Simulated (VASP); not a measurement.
Here is a VASP 6.6.1 calculation.

The input INCAR:

```
SYSTEM = RbYP
  ALGO = Fast
  EDIFF = 1E-6
  EDIFFG = -0.04
  ENCUT = 600
  GGA = PE
  IBRION = 2
  ISIF = 3
  ISMEAR = 0
  LASPH = .TRUE.
  LCHARG = .FALSE.
  LREAL = .FALSE.
  LWAVE = .FALSE.
  NELM = 100
  NSW = 90
  PREC = Accurate
  SIGMA = 0.1
```

Contents of KPOINTS:

```
k-points
0
G
  4 4 4
  0 0 0
```

File POSCAR:

```
RbYP
1.0
    4.0638231100      0.0000000000      0.0000000000
    0.0000000000      4.2271855800      0.0000000000
    0.0000000000      0.0000000000      5.2859716000
Rb Y P
1 1 1
Direct
    0.5000000000      0.0000000000      0.5000000000
    0.0000000000      0.0000000000      0.0000000000
    0.0000000000      0.5000000000      0.0000000000
```

Potentials or basis: VASP PAW PBE potentials, release 64 (Rb_sv, Y_sv, P).

Run with:

```console
$ cat potpaw_PBE.64/Rb_sv/POTCAR potpaw_PBE.64/Y_sv/POTCAR potpaw_PBE.64/P/POTCAR > POTCAR
$ mpirun -np 1 vasp_std > vasp.out
```

(1) Estimate the space group after relaxing (to 0.1 Å).

(2) Estimate the relaxed volume.

Answers

(1) Pmmm (No. 47).

(2) 54.48 Å³/atom.

Caveat: the k points lie up to 0.34 Å⁻¹ apart in the final cell, too coarse for converged energies and pressures of a metal; the volume moved by over 15 % at a fixed basis, so the end points are rough.
